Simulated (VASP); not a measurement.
# Al (P6_3/mmc) in VASP: notebook, part 2 of 2

VASP 6.6.1. The steps go on from the part before.

### Step 5. Single point, PBEsol+D3(BJ) (volume 16.236 Å^3 an atom, c/a of the conventional cell 3.3484)

The input, INCAR:

```
SYSTEM = Al
PREC     = Accurate       ! precision mode
ENCUT    = 520            ! plane-wave cutoff, eV
EDIFF    = 1E-6           ! SCF threshold, eV
ISMEAR   = 0              ! smearing method
SIGMA    = 0.15           ! smearing width, eV
LREAL    = .False.        ! projectors in reciprocal space
LASPH    = .True.         ! aspherical terms in the spheres
NELM     = 80             ! most SCF steps
ALGO     = Fast           ! electronic algorithm
ISIF     = 2              ! what is computed and relaxed
LWAVE    = .False.        ! write WAVECAR
LCHARG   = .True.         ! write CHGCAR
GGA      = PS             ! functional
IVDW     = 12             ! dispersion correction
LELF     = .True.         ! ELF
LVHAR    = .True.       
NBANDS   = 14             ! bands
```

The input, KPOINTS:

```
Automatic mesh
0
Gamma
  18 18 6
  0 0 0
```

The input, POSCAR:

```
Al
1.0
    2.8187530102      0.0000000000      0.0000000000
   -1.4093765051      2.4411117138      0.0000000000
    0.0000000000      0.0000000000      9.4383125792
Al
4
Direct
    0.0000000000      0.0000000000      0.0000000000
    0.3333333333      0.6666666667      0.2500000000
    0.0000000000      0.0000000000      0.5000000000
    0.6666666667      0.3333333333      0.7500000000
```

Potentials or basis: VASP PAW PBE potentials, release 64 (Al).

Command:

```bash
> cat potpaw_PBE.64/Al/POTCAR > POTCAR
> mpirun -np 1 vasp_std > vasp.out
```

OUTCAR:

```text
SYSTEM = Al
   PREC = Accurate
   ENCUT = 520
   EDIFF = 1E-6
   ISMEAR = 0
   LREAL = .False.
   LASPH = .True.
   NELM = 80
   ISIF = 2
   GGA = PS
   IVDW = 12
 IVDW          = 12

 ion  position               nearest neighbor table
   1  0.000  0.000  0.000-   2 2.87   4 2.87   2 2.87   4 2.87   4 2.87   2 2.87
   2  0.333  0.667  0.250-   1 2.87   3 2.87   1 2.87   3 2.87   1 2.87   3 2.87
   3  0.000  0.000  0.500-   2 2.87   4 2.87   2 2.87   4 2.87   4 2.87   2 2.87
   4  0.667  0.333  0.750-   1 2.87   3 2.87   1 2.87   3 2.87   1 2.87   3 2.87

  LATTYP: Found a hexagonal cell.
 ALAT       =     2.8187530102
[... 615 lines left out ...]
  --------------------------------------------------------------------------------------
  -------------------------------------------------------------------------------------
  Total      -0.96869    -0.96869    -1.84441     0.00000    -0.00000     0.00000
  in kB     -23.89761   -23.89761   -45.50173     0.00000    -0.00000     0.00000
  external pressure =      -31.10 kB  Pullay stress =        0.00 kB

 VOLUME and BASIS-vectors are now :
 -----------------------------------------------------------------------------
  energy-cutoff  :      520.00
  volume of cell :       64.94
      direct lattice vectors                 reciprocal lattice vectors
     2.818753010  0.000000000  0.000000000     0.354766805  0.204824710  0.000000000
    -1.409376505  2.441111714  0.000000000     0.000000000  0.409649421  0.000000000
     0.000000000  0.000000000  9.438312579     0.000000000  0.000000000  0.105951142

 POSITION                                       TOTAL-FORCE (eV/Angst)
 -----------------------------------------------------------------------------------
      0.00000      0.00000      0.00000        -0.000000      0.000000      0.000000
     -0.00000      1.62741      2.35958         0.000000     -0.000000      0.000000
      0.00000      0.00000      4.71916        -0.000000      0.000000      0.000000
      1.40938      0.81370      7.07873        -0.000000      0.000000     -0.000000
 -----------------------------------------------------------------------------------
    total drift:                               -0.000000      0.000000      0.000000

  FREE ENERGIE OF THE ION-ELECTRON SYSTEM (eV)
  ---------------------------------------------------
  free  energy   TOTEN  =       -17.6118994895 eV

  energy  without entropy=      -17.5928800256  energy(sigma->0) =      -17.60238976
```

Wall time 4.6 min (1 thread of AMD EPYC 7R13, shared host); peak memory 0.23 GiB.

Results:

```
Free energy                : -17.6119 eV
Pressure                   : -3.1 GPa
Band gap on the k mesh     : zero (band 6 reaches 11.75 eV, above the bottom of band 7 at 6.62 eV)
Dispersion energy per atom : -0.323 eV
```

Stress tensor (GPa, compression positive):
```
-2.39  0.00  0.00
 0.00 -2.39  0.00
 0.00  0.00 -4.55
```

Caveat: the PAW data sets were made with another functional, which shifts forces and pressure a little; pairwise dispersion overbinds metals, which lowers pressure and volume.

### Step 6. Single point, PBEsol+D3(BJ) (volume 16.236 Å^3 an atom, c/a of the conventional cell 3.4853)

The input, INCAR:

```
SYSTEM = Al
PREC     = Accurate       ! precision mode
ENCUT    = 520            ! plane-wave cutoff, eV
EDIFF    = 1E-6           ! SCF threshold, eV
ISMEAR   = 0              ! smearing method
SIGMA    = 0.15           ! smearing width, eV
LREAL    = .FALSE.        ! projectors in reciprocal space
LASPH    = .TRUE.         ! aspherical terms in the spheres
NELM     = 100            ! most SCF steps
ALGO     = Fast           ! electronic algorithm
ISIF     = 2              ! what is computed and relaxed
LWAVE    = .FALSE.        ! write WAVECAR
LCHARG   = .FALSE.        ! write CHGCAR
GGA      = PS             ! functional
IVDW     = 12             ! dispersion correction
NBANDS   = 14             ! bands
```

The input, KPOINTS:

```
Automatic mesh
0
G
  18 18 6
  0 0 0
```

The input, POSCAR:

```
Al
1.0
    2.7813527893      0.0000000000      0.0000000000
   -1.3906763946      2.4087221724      0.0000000000
    0.0000000000      0.0000000000      9.6938488766
Al
4
Direct
    0.0000000000      0.0000000000      0.0000000000
    0.3333333333      0.6666666667      0.2500000000
    0.0000000000      0.0000000000      0.5000000000
    0.6666666667      0.3333333333      0.7500000000
```

Potentials or basis: VASP PAW PBE potentials, release 64 (Al).

Command:

```bash
> cat potpaw_PBE.64/Al/POTCAR > POTCAR
> mpirun -np 1 vasp_std > vasp.out
```

It took 3.5 min on 1 thread of AMD EPYC 7R13, shared host; peak memory 0.23 GiB.

Results (log left out):

| Item | Value |
| --- | --- |
| Free energy | -17.5773 eV |
| Pressure | -2.7 GPa |
| Band gap on the k mesh | zero (band 6 reaches 11.28 eV, above the bottom of band 7 at 6.75 eV) |
| Dispersion energy per atom | -0.323 eV |

Stress tensor (GPa, compression positive):
```
-1.25  0.00  0.00
 0.00 -1.25  0.00
 0.00  0.00 -5.57
```

Levels at points of the mesh, in eV from the Fermi level:
| k point | band 3 | band 4 | band 5 | band 6 | band 7 | band 8 | band 9 | band 10 |
| --- | --- | --- | --- | --- | --- | --- | --- | --- |
| (0.00, 0.00, 0.00) | -9.66 | -5.17 | -4.96 | 2.31 | 2.32 | 11.22 | 11.82 | 11.82 |
| (0.50, 0.00, 0.00) | -3.82 | -3.82 | -3.15 | -3.14 | 0.81 | 0.82 | 1.21 | 1.23 |
| (0.00, 0.00, 0.50) | -7.73 | -7.73 | -1.70 | -1.70 | 6.89 | 6.89 | 12.11 | 12.11 |
| (0.50, 0.00, 0.50) | -4.60 | -4.60 | -1.88 | -1.88 | -1.23 | -1.23 | 4.03 | 4.03 |

Caveat: the PAW data sets were made with another functional, which shifts forces and pressure a little; pairwise dispersion overbinds metals, which lowers pressure and volume.

### Step 7. The runs side by side

| cell | gap on the mesh (eV) | pressure (GPa) |
| --- | --- | --- |
| a = 2.726, b = 2.726, c = 9.313 Å, angles 90.0, 90.0, 120.0°, 4 atoms | none | 4.4 |
| a = 2.876, b = 2.876, c = 9.067 Å, angles 90.0, 90.0, 120.0°, 4 atoms | none | -3.1 |
| a = 2.857, b = 2.857, c = 9.189 Å, angles 90.0, 90.0, 120.0°, 4 atoms | none | -3.2 |
| a = 2.819, b = 2.819, c = 9.438 Å, angles 90.0, 90.0, 120.0°, 4 atoms | none | -3.1 |
| a = 2.781, b = 2.781, c = 9.694 Å, angles 90.0, 90.0, 120.0°, 4 atoms | none | -2.7 |

Alike in all rows: task single point; level PBEsol+D3(BJ); potentials or basis VASP PAW PBE potentials, release 64 (Al); no spin polarisation; k mesh 18 × 18 × 6; cutoff (eV) 520; smearing gaussian 0.15 eV.

Caveats: the PAW data sets were made with another functional, which shifts forces and pressure a little; pairwise dispersion overbinds metals, which lowers pressure and volume.

Total energies depend on the potentials used, so only differences within one code and one set of settings carry meaning.
